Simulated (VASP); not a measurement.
# Sn (Im-3m) in VASP: further runs, part 2 of 2

VASP 6.6.1. Earlier steps stand in the parts before.

### Step 4. Single point, PBEsol

This run uses another cell than the first one, of 27.48 Å³/atom, 1.063 times its volume.

Contents of INCAR:

```
SYSTEM = Sn
PREC = Accurate
ENCUT = 520
EDIFF = 1E-6
ISMEAR = -1
SIGMA = 0.1
LREAL = .False.
LASPH = .True.
NELM = 80
ALGO = Normal
ISIF = 2
LWAVE = .False.
LCHARG = .False.
GGA = PS
NBANDS = 13
```

Contents of KPOINTS:

```
regular mesh
0
Gamma
  11 11 11
  0 0 0
```

Contents of POSCAR:

```
Sn
1.0
   -1.9009445645      1.9009445645      1.9009445645
    1.9009445645     -1.9009445645      1.9009445645
    1.9009445645      1.9009445645     -1.9009445645
Sn
1
Direct
    0.0000000000      0.0000000000      0.0000000000
```

Potentials or basis: VASP PAW PBE potentials, release 64 (Sn_d).

Run with:

```sh
$ cat potpaw_PBE.64/Sn_d/POTCAR > POTCAR
$ mpirun -np 1 vasp_std > vasp.out
```

OUTCAR:

```text
SYSTEM = Sn
   PREC = Accurate
   ENCUT = 520
   EDIFF = 1E-6
   ISMEAR = -1
   LREAL = .False.
   LASPH = .True.
   NELM = 80
   ISIF = 2
   GGA = PS

 ion  position               nearest neighbor table
   1  0.000  0.000  0.000-

  LATTYP: Found a body centered cubic cell.
 ALAT       =     3.8018891290

  Lattice vectors:

 A1 = (  -1.9009445645,   1.9009445645,   1.9009445645)
 A2 = (   1.9009445645,  -1.9009445645,   1.9009445645)
 A3 = (   1.9009445645,   1.9009445645,  -1.9009445645)

Analysis of symmetry for initial positions (statically):
=====================================================================
 Subroutine PRICEL returns:
 Original cell was already a primitive cell.

 Routine SETGRP: Setting up the symmetry group for a
 body centered cubic supercell.

 Subroutine GETGRP returns: Found 48 space group operations
 (whereof 48 operations were pure point group operations)
 out of a pool of 48 trial point group operations.

The static configuration has the point symmetry O_h .

Analysis of symmetry for dynamics (positions and initial velocities):
=====================================================================
 Subroutine PRICEL returns:
 Original cell was already a primitive cell.

 Routine SETGRP: Setting up the symmetry group for a
 body centered cubic supercell.

 Subroutine GETGRP returns: Found 48 space group operations
 (whereof 48 operations were pure point group operations)
 out of a pool of 48 trial point group operations.

The dynamic configuration has the point symmetry O_h .

 Subroutine INISYM returns: Found 48 space group operations
 (whereof 48 operations are pure point group operations),
 and found     1 'primitive' translations

----------------------------------------------------------------------------------------

[... 114 lines left out ...]
   LORBIT       =      0    0 simple, 1 ext, 2 COOP (PROOUT), +10 PAW based schemes
   GGA     = PS    functional components
   LHFCALC =     F    Hartree Fock is set to
   AEXX    =    0.0000 exact exchange contribution
   IVDW    =     0    specifies the selected vdW correction
   LEPSILON=     F    determine dielectric tensor
   LRPA    =     F    only Hartree local field effects (RPA)
 non-spin polarized calculation
  energy-cutoff  :      520.00
  volume of cell :       27.48
 maximum number of plane-waves:       748
   NGX = 13   NGY = 13   NGZ = 13

 number of electron      14.0000003 magnetization

 Free energy of the ion-electron system (eV)
  ---------------------------------------------------
  ext. energy  EPLUGINS =         0.00000000
  ---------------------------------------------------
  free energy    TOTEN  =        -4.22395331 eV

  energy without entropy =       -4.20412959  energy(sigma->0) =       -4.21404145

 E-fermi :   7.8025     XC(G=0): -10.4537

 val. band max:        7.6825563431   @ k =   0.3636   0.1818   0.0909
 cond. band min:       7.8121825194   @ k =  -0.2727   0.3636   0.1818
 fundamental gap:      0.1296261763
 Fermi energy:         7.8025462417

 k-point     1 :       0.0000    0.0000    0.0000
  band No.  band energies     occupation
      1     -13.6360      2.00000
      2     -13.6360      2.00000
      3     -13.6360      2.00000
      4     -13.5006      2.00000
      5     -13.5006      2.00000
      6      -3.2208      2.00000
      7      15.6498      0.00000
      8      15.6498      0.00000
      9      15.6498      0.00000
     10      19.8964      0.00000
     11      19.8964      0.00000
     12      19.8964      0.00000
     13      20.4723      0.00000
[... 354 lines left out ...]
  band No.  band energies     occupation
      1     -13.6485      2.00000
      2     -13.5856      2.00000
      3     -13.5101      2.00000
      4     -13.5067      2.00000
      5     -13.4746      2.00000
      6       1.9870      2.00000
      7       4.3713      2.00000
      8       7.6826      1.53701
      9       9.9425      0.00000
     10      19.8772      0.00000
     11      21.6596      0.00000
     12      23.0341      0.00000
     13      23.5651      0.00000

 [... further k-points ...]

------------------------ aborting loop because EDIFF is reached ----------------------------------------

  FORCE on cell =-STRESS in cart. coord.  units (eV):
  Direction    XX          YY          ZZ          XY          YZ          ZX
  --------------------------------------------------------------------------------------
  -------------------------------------------------------------------------------------
  Total       -0.3772427     -0.3772427     -0.3772427      0.0000000     -0.0000000      0.0000000
  in kB      -21.9969788    -21.9969788    -21.9969788      0.0000000     -0.0000000      0.0000000
  external PRESSURE =     -21.9969788 kB  Pullay stress =       0.0000000 kB

 VOLUME and BASIS-vectors are now :
 -----------------------------------------------------------------------------
  energy-cutoff  :      520.00
  volume of cell :       27.48
      direct lattice vectors                 reciprocal lattice vectors
    -1.900944565  1.900944565  1.900944565     0.000000000  0.263027134  0.263027134
     1.900944565 -1.900944565  1.900944565     0.263027134  0.000000000  0.263027134
     1.900944565  1.900944565 -1.900944565     0.263027134  0.263027134  0.000000000

 POSITION                                       TOTAL-FORCE (eV/Angst)
 -----------------------------------------------------------------------------------
      0.00000      0.00000      0.00000        -0.000000      0.000000     -0.000000
 -----------------------------------------------------------------------------------
    total drift:                                0.000000      0.000000      0.000000

  FREE ENERGIE OF THE ION-ELECTRON SYSTEM (eV)
  ---------------------------------------------------
  free  energy   TOTEN  =        -4.2239533060 eV

  energy  without entropy=       -4.2041295887  energy(sigma->0) =       -4.21404145
```

OSZICAR:

```text
N       E                     dE             d eps       ncg     rms          rms(c)
DAV:   1     0.835954801419E+02    0.83595E+02   -0.72655E+03  1481   0.161E+03
DAV:   2     0.167180024257E+01   -0.81924E+02   -0.79492E+02  1571   0.352E+02
DAV:   3    -0.411909774712E+01   -0.57909E+01   -0.57703E+01  1729   0.745E+01
DAV:   4    -0.423968839606E+01   -0.12059E+00   -0.12056E+00  1722   0.116E+01
DAV:   5    -0.424380207388E+01   -0.41137E-02   -0.41136E-02  1900   0.204E+00    0.132E+00
DAV:   6    -0.422858128517E+01    0.15221E-01   -0.16825E-02  1856   0.227E+00    0.704E-01
DAV:   7    -0.422421535302E+01    0.43659E-02   -0.90665E-03  1819   0.157E+00    0.117E-01
DAV:   8    -0.422395223099E+01    0.26312E-03   -0.68067E-04  1806   0.444E-01    0.202E-02
DAV:   9    -0.422395277381E+01   -0.54282E-06   -0.12206E-05  2057   0.408E-02    0.128E-02
DAV:  10    -0.422395330597E+01   -0.53216E-06   -0.84191E-07  1228   0.921E-03
   1 F= -.42239533E+01 E0= -.42140414E+01  d E =-.198237E-01
```

Wall time 7.7 s (1 thread of Intel Xeon Platinum 8259CL at 2.50GHz (Skylake/Cascade Lake), shared host); peak memory 0.14 GiB.

What came out:

* Free energy: -4.2240 eV
* Pressure: -2.2 GPa
* Band gap on the k mesh: zero (band 7 reaches 15.65 eV, above the bottom of band 8 at 5.45 eV)

Caveat: the PAW data sets were made with another functional, which shifts forces and pressure a little; spin-orbit coupling is left out, which moves the levels of the heavy elements.

### Step 5. Single point, PBEsol

This run uses another cell than the first one, of 28.29 Å³/atom, 1.095 times its volume.

Contents of INCAR:

```
PREC = Accurate
ENCUT = 520
EDIFF = 1E-6
ISMEAR = -1
SIGMA = 0.1
LREAL = F
LASPH = T
NELM = 60
ALGO = Normal
ISIF = 2
LWAVE = F
LCHARG = F
GGA = PS
NBANDS = 13
```

Contents of KPOINTS:

```
Automatic mesh
0
Gamma
  11 11 11
```

Contents of POSCAR:

```
Sn
1.0
   -1.9195824644      1.9195824644      1.9195824644
    1.9195824644     -1.9195824644      1.9195824644
    1.9195824644      1.9195824644     -1.9195824644
Sn
1
Direct
    0.0000000000      0.0000000000      0.0000000000
```

Run with:

```sh
$ cat potpaw_PBE.64/Sn_d/POTCAR > POTCAR
$ mpirun -np 1 vasp_std > vasp.out
```

Wall time 17 s (1 thread of Intel Xeon Platinum 8259CL at 2.50GHz (Skylake/Cascade Lake), shared host); peak memory 0.16 GiB.

Results (log left out):

```yaml
Free_energy: -4.2098 eV
Pressure: -3.4 GPa
Band_gap_on_the_k_mesh: zero (band 7 reaches 15.04 eV, above the bottom of band 8 at 5.19 eV)
```

Levels at points of the mesh, in eV from the Fermi level:
| k point | band 5 | band 6 | band 7 | band 8 | band 9 | band 10 |
| --- | --- | --- | --- | --- | --- | --- |
| (0.00, 0.00, 0.00) | -21.31 | -10.82 | 7.58 | 7.58 | 7.58 | 12.03 |

Caveat: the PAW data sets were made with another functional, which shifts forces and pressure a little; spin-orbit coupling is left out, which moves the levels of the heavy elements.

### Step 6. Single point, PBEsol

This run uses another cell than the first one, of 29.11 Å³/atom, 1.126 times its volume.

Contents of INCAR:

```
  PREC = Accurate
  ENCUT = 520
  EDIFF = 1E-6
  ISMEAR = -1
  SIGMA = 0.1
  LREAL = False
  LASPH = True
  NELM = 100
  ALGO = Normal
  ISIF = 2
  LWAVE = False
  LCHARG = False
  GGA = PS
  NBANDS = 13
```

Contents of KPOINTS:

```
regular mesh
0
Gamma
  11 11 11
```

Contents of POSCAR:

```
Sn
1.0
   -1.9378653026      1.9378653026      1.9378653026
    1.9378653026     -1.9378653026      1.9378653026
    1.9378653026      1.9378653026     -1.9378653026
Sn
1
Direct
    0.0000000000      0.0000000000      0.0000000000
```

Potentials or basis: VASP PAW PBE potentials, release 64 (Sn_d).

Run with:

```sh
$ cat potpaw_PBE.64/Sn_d/POTCAR > POTCAR
$ mpirun -np 1 vasp_std > vasp.out
```

Run time: 15 s. Hardware: 1 thread of Intel Xeon Platinum 8259CL at 2.50GHz (Skylake/Cascade Lake), shared host; peak memory 0.16 GiB.

The run converged. Its results:

```yaml
Free_energy: -4.1900 eV
Pressure: -4.4 GPa
Band_gap_on_the_k_mesh: zero (band 7 reaches 14.47 eV, above the bottom of band 8 at 4.96 eV)
```

Levels at points of the mesh, in eV from the Fermi level:
```tsv
k point	band 4	band 5	band 6	band 7	band 8	band 9	band 10	band 11
(0.00, 0.00, 0.00)	-21.31	-21.31	-10.63	7.33	7.33	7.33	11.96	11.96
```

Caveat: the PAW data sets were made with another functional, which shifts forces and pressure a little; spin-orbit coupling is left out, which moves the levels of the heavy elements.

### Step 7. Summary

```tsv
cell	gap on the mesh (eV)	pressure (GPa)
a = 3.226 Å, angles 109.5°, 1 atom	none	1.0
a = 3.260 Å, angles 109.5°, 1 atom	none	-0.7
a = 3.293 Å, angles 109.5°, 1 atom	none	-2.2
a = 3.325 Å, angles 109.5°, 1 atom	none	-3.4
a = 3.356 Å, angles 109.5°, 1 atom	none	-4.4
```

Alike in all rows: task single point; level PBEsol; potentials or basis VASP PAW PBE potentials, release 64 (Sn_d); no spin polarisation; k mesh 11 × 11 × 11; cutoff (eV) 520; smearing fermi-dirac 0.1 eV.

Caveats: the PAW data sets were made with another functional, which shifts forces and pressure a little; spin-orbit coupling is left out, which moves the levels of the heavy elements.

Total energies depend on the potentials used, so only differences within one code and one set of settings carry meaning.
